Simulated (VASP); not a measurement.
# Si2Mo in VASP: notebook, part 2 of 2

VASP 6.6.1.

### Step 3. Single point, PBE (uniaxial strain along a: +4.5 %, then relaxed in part)

File INCAR:

```
  PREC = Accurate
  ENCUT = 520
  EDIFF = 1E-6
  ISMEAR = 0
  SIGMA = 0.1
  LREAL = False
  LASPH = True
  NELM = 100
  ALGO = Normal
  ISIF = 2
  LWAVE = False
  LCHARG = True
  GGA = PE
  LELF = True
  LVHAR = True
  NBANDS = 31
```

File KPOINTS:

```
Automatic mesh
0
Gamma
  12 12 6
```

File POSCAR:

```
Si2Mo
1.0
    3.3616054971      0.0000000000      0.0000000000
    0.0000000000      3.1826353315      0.0000000000
    0.0000000000      0.0000000000      7.8296881883
Si Mo
4 2
Direct
    0.0000000000      0.0000000000      0.3354213937
    0.5000000000      0.5000000000      0.1645786063
    0.5000000000      0.5000000000      0.8354213937
    0.0000000000      0.0000000000      0.6645786063
    0.0000000000      0.0000000000      0.0000000000
    0.5000000000      0.5000000000      0.5000000000
```

Potentials or basis: VASP PAW PBE potentials, release 64 (Si, Mo_sv).

On the command line:

```console
$ cat potpaw_PBE.64/Si/POTCAR potpaw_PBE.64/Mo_sv/POTCAR > POTCAR
$ mpirun -np 1 vasp_std > vasp.out
```

OUTCAR:

```text
PREC = Accurate
   ENCUT = 520
   EDIFF = 1E-6
   ISMEAR = 0
   LREAL = False
   LASPH = True
   NELM = 100
   ISIF = 2
   GGA = PE

 ion  position               nearest neighbor table
   1  0.000  0.000  0.335-   4 2.58   5 2.63   6 2.65   6 2.65   6 2.65   6 2.65   2 2.67   2 2.67
                             2 2.67   2 2.67
   2  0.500  0.500  0.165-   3 2.58   6 2.63   5 2.65   5 2.65   5 2.65   5 2.65   1 2.67   1 2.67
                             1 2.67   1 2.67
   3  0.500  0.500  0.835-   2 2.58   6 2.63   5 2.65   5 2.65   5 2.65   5 2.65   4 2.67   4 2.67
                             4 2.67   4 2.67
   4  0.000  0.000  0.665-   1 2.58   5 2.63   6 2.65   6 2.65   6 2.65   6 2.65   3 2.67   3 2.67
[... 1049 lines left out ...]
  Total       -7.4289930      0.0935795      0.0784360      0.0000000      0.0000000      0.0000000
  in kB     -142.0896493      1.7898353      1.5001964      0.0000000      0.0000000      0.0000000
  external PRESSURE =     -46.2665392 kB  Pullay stress =       0.0000000 kB

 VOLUME and BASIS-vectors are now :
 -----------------------------------------------------------------------------
  energy-cutoff  :      520.00
  volume of cell :       83.77
      direct lattice vectors                 reciprocal lattice vectors
     3.361605497  0.000000000  0.000000000     0.297476905  0.000000000  0.000000000
     0.000000000  3.182635332  0.000000000     0.000000000  0.314205021  0.000000000
     0.000000000  0.000000000  7.829688188     0.000000000  0.000000000  0.127719007

 POSITION                                       TOTAL-FORCE (eV/Angst)
 -----------------------------------------------------------------------------------
      0.00000      0.00000      2.62624         0.000000     -0.000000     -0.002089
      1.68080      1.59132      1.28860        -0.000000     -0.000000      0.002089
      1.68080      1.59132      6.54109         0.000000      0.000000     -0.002089
      0.00000      0.00000      5.20344        -0.000000      0.000000      0.002089
      0.00000      0.00000      0.00000        -0.000000      0.000000      0.000000
      1.68080      1.59132      3.91484        -0.000000     -0.000000      0.000000
 -----------------------------------------------------------------------------------
    total drift:                                0.000000      0.000000      0.000000

  FREE ENERGIE OF THE ION-ELECTRON SYSTEM (eV)
  ---------------------------------------------------
  free  energy   TOTEN  =       -46.3583863292 eV

  energy  without entropy=      -46.3555186959  energy(sigma->0) =      -46.35695251
```

OSZICAR:

```text
N       E                     dE             d eps       ncg     rms          rms(c)
DAV:   1     0.307913064708E+03    0.30791E+03   -0.23075E+04 12688   0.135E+03
DAV:   2    -0.359516115638E+02   -0.34386E+03   -0.33140E+03 13872   0.357E+02
DAV:   3    -0.480965011024E+02   -0.12145E+02   -0.11857E+02 16048   0.579E+01
DAV:   4    -0.482518864872E+02   -0.15539E+00   -0.15505E+00 14585   0.620E+00
DAV:   5    -0.482538689561E+02   -0.19825E-02   -0.19819E-02 15630   0.720E-01    0.277E+01
DAV:   6    -0.467213362596E+02    0.15325E+01   -0.11769E+01 14342   0.187E+01    0.576E+00
DAV:   7    -0.464525371714E+02    0.26880E+00   -0.22420E+00 13672   0.798E+00    0.593E+00
DAV:   8    -0.463590264431E+02    0.93511E-01   -0.29998E-01 14316   0.341E+00    0.672E-01
DAV:   9    -0.463586572262E+02    0.36922E-03   -0.11493E-02 15268   0.539E-01    0.406E-01
DAV:  10    -0.463587160727E+02   -0.58846E-04   -0.43358E-03 14370   0.428E-01    0.233E-01
DAV:  11    -0.463583872116E+02    0.32886E-03   -0.14962E-03 14275   0.240E-01    0.296E-02
DAV:  12    -0.463583869274E+02    0.28417E-06   -0.45009E-05 14628   0.340E-02    0.132E-02
DAV:  13    -0.463583863292E+02    0.59823E-06   -0.19547E-06 12136   0.779E-03
   1 F= -.46358386E+02 E0= -.46356953E+02  d E =-.286763E-02
```

Run time: 4.3 min. Hardware: 1 thread of AMD EPYC 7R13 (Zen 3), shared host; peak memory 0.46 GiB.

What came out:

- Free energy: -46.3584 eV
- Pressure: -4.6 GPa
- Band gap on the k mesh: zero (band 22 reaches 12.02 eV, above the bottom of band 23 at 11.34 eV)

Forces on the atoms (eV/Å):
```
Si   0.000  0.000 -0.002
Si   0.000  0.000  0.002
Si   0.000  0.000 -0.002
Si   0.000  0.000  0.002
Mo   0.000  0.000  0.000
Mo   0.000  0.000  0.000
```

Caveat: the cell differs from its parent crystal (uniaxial strain along a: +4.5 %, then relaxed in part).

### Step 4. Relaxation of cell and atoms, PBE, target pressure 10 GPa, at which the enthalpy is minimised

This run uses another cell than the first one: it holds 3 atoms, not 6.

File INCAR:

```
SYSTEM = Si2Mo
ALGO = Normal
EDIFF = 1E-6
EDIFFG = -0.008
ENCUT = 600
GGA = PE
IBRION = 2
ISIF = 3
ISMEAR = 0
LASPH = .True.
LCHARG = .False.
LREAL = .False.
LWAVE = .False.
NELM = 60
NSW = 70
PREC = Accurate
PSTRESS = 100.0
SIGMA = 0.1
```

File KPOINTS:

```
k-points
0
Gamma
  18 18 18
  0 0 0
```

File POSCAR:

```
Si2Mo
1.0
   -1.5836247175      1.5836247175      3.8821137264
    1.5836247175     -1.5836247175      3.8821137264
    1.5836247175      1.5836247175     -3.8821137264
Si Mo
2 1
Direct
    0.3347529209      0.3347529209      0.0000000000
    0.6652470791      0.6652470791      0.0000000000
    0.0000000000      0.0000000000      0.0000000000
```

On the command line:

```console
$ cat potpaw_PBE.64/Si/POTCAR potpaw_PBE.64/Mo_sv/POTCAR > POTCAR
$ mpirun -np 1 vasp_std > vasp.out
```

Run time: 15 min. Hardware: 1 thread of Intel Xeon Platinum 8259CL at 2.50GHz (Skylake/Cascade Lake), shared host; peak memory 0.48 GiB.

Results (log left out):

```yaml
Free_energy: -23.2083 eV
Relaxed_volume: 13.00 Å³/atom
Relaxed_cell: a = 4.486 Å, b = 4.486 Å, c = 4.486 Å, α = 138.67°, β = 138.67°, γ = 59.88°
Space_group_after_relaxing_to_0.05_Å: I4/mmm (No. 139)
Energy_change_on_relaxing_the_enthalpy_is_what_falls: -1.0 meV/atom
Ionic_steps: 5
Pressure_after_relaxing: 10.0 GPa
Largest_force_after_relaxing: 0.005 eV/Å
Band_gap_on_the_k_mesh: zero (band 11 reaches 13.25 eV, above the bottom of band 12 at 12.26 eV)
```

Forces on the atoms (eV/Å):
```
Si   0.000  0.000 -0.005
Si   0.000  0.000  0.005
Mo   0.000  0.000  0.000
```

Stress tensor (GPa, compression positive):
```
10.06  0.00  0.00
 0.00 10.06  0.00
 0.00  0.00  9.96
```

The path:
```
step  energy change (eV)  largest force (eV/Å)  pressure (GPa)  volume (Å³)
   1              0.0000                0.0581           10.38        38.94
   2             -0.0109                0.0117            9.15        39.12
   3             -0.0051                0.0269            9.84        39.02
   4             -0.0023                0.0020           10.08        38.98
   5             -0.0030                0.0049           10.03        38.99
```

Final structure:
```
CELL_PARAMETERS angstrom
-1.58338 1.58338 3.88770
1.58338 -1.58338 3.88770
1.58338 1.58338 -3.88770
ATOMIC_POSITIONS crystal
Si 0.33445 0.33445 0.00000
Si 0.66555 0.66555 0.00000
Mo 0.00000 0.00000 0.00000
```

Levels at points of the mesh, in eV from the Fermi level:
```
           k point  band 7  band 8  band 9  band 10  band 11  band 12  band 13  band 14  band 15
(0.00, 0.00, 0.00)   -3.40   -3.20   -2.71    -2.71     0.40     3.06     3.34     3.65     3.65
(0.50, 0.00, 0.00)   -5.08   -4.58   -2.70    -2.65    -0.55     2.38     3.14     4.28     4.30
(0.50, 0.50, 0.00)   -5.80   -5.21   -4.57    -3.19    -1.19     2.43     2.87     3.21     3.40
(0.50, 0.50, 0.50)   -3.70   -2.31   -0.61    -0.61    -0.48    -0.48     0.54     4.80     5.51
```

Caveat: the cell is relaxed towards a set pressure, so the enthalpy falls and the energy may rise.

### Step 5. Single point, PBE

This run uses another cell than the first one: it holds 3 atoms, not 6.

File INCAR:

```
SYSTEM = Si2Mo
ALGO = Normal ; EDIFF = 1E-6
ENCUT = 520 ; GGA = PE
ISIF = 2 ; ISMEAR = 0
LASPH = .True. ; LCHARG = .True.
LELF = .True. ; LREAL = .False.
LVHAR = .True. ; LWAVE = .False.
NBANDS = 18 ; NELM = 80
PREC = Accurate ; SIGMA = 0.1
```

KPOINTS is that of step 4.

File POSCAR:

```
Si2Mo
1.0
   -1.6084236834      1.6084236834      3.9365100041
    1.6084236834     -1.6084236834      3.9365100041
    1.6084236834      1.6084236834     -3.9365100041
Si Mo
2 1
Direct
    0.3350991393      0.3350991393      0.0000000000
    0.6649008607      0.6649008607      0.0000000000
    0.0000000000      0.0000000000      0.0000000000
```

On the command line:

```console
$ cat potpaw_PBE.64/Si/POTCAR potpaw_PBE.64/Mo_sv/POTCAR > POTCAR
$ mpirun -np 1 vasp_std > vasp.out
```

It took 3.9 min on 1 thread of Intel Xeon 6975P-C (Granite Rapids), shared host; peak memory 0.46 GiB.

The run converged. Its results:

```
Free energy            : -23.2623 eV
Pressure               : 0.2 GPa
Largest force          : 0.004 eV/Å
Band gap on the k mesh : zero (band 11 reaches 12.53 eV, above the bottom of band 12 at 11.59 eV)
```

Forces in eV/Å, atoms in the order of the input:
```
Si   0.000  0.000 -0.004
Si   0.000  0.000  0.004
Mo   0.000  0.000  0.000
```

Levels at points of the mesh, in eV from the Fermi level:
| k point | band 9 | band 10 | band 11 | band 12 | band 13 | band 14 |
| --- | --- | --- | --- | --- | --- | --- |
| (0.00, 0.00, 0.00) | -2.58 | -2.58 | 0.36 | 3.07 | 3.25 | 3.47 |
| (0.50, 0.00, 0.00) | -2.54 | -2.52 | -0.49 | 2.21 | 3.07 | 3.97 |
| (0.50, 0.50, 0.00) | -4.39 | -3.00 | -1.21 | 2.26 | 2.67 | 3.10 |
| (0.50, 0.50, 0.50) | -0.57 | -0.57 | -0.48 | -0.48 | 0.49 | 4.69 |

### Step 6. Overview

| task | cell | k mesh | cutoff (eV) | gap on the mesh (eV) | pressure (GPa) |
| --- | --- | --- | --- | --- | --- |
| single point | a = 3.169, b = 3.230, c = 7.889 Å, 6 atoms | 12 × 12 × 6 | 520 | none | 2.0 |
| single point | a = 3.362, b = 3.183, c = 7.830 Å, 6 atoms | 12 × 12 × 6 | 520 | none | -4.6 |
| relaxation of cell and atoms | relaxed to 10 GPa from a = 4.482 Å, angles 138.6, 138.6, 60.0°, 3 atoms | 18 × 18 × 18 | 600 | none | 10.0 |
| single point | a = 4.546 Å, angles 138.6, 138.6, 60.0°, 3 atoms | 18 × 18 × 18 | 520 | none | 0.2 |

Alike in all rows: level PBE; potentials or basis VASP PAW PBE potentials, release 64 (Si, Mo_sv); no spin polarisation; smearing gaussian 0.1 eV.

Caveats: the cell is relaxed towards a set pressure, so the enthalpy falls and the energy may rise (some runs).

Total energies depend on the potentials used, so only differences within one code and one set of settings carry meaning.
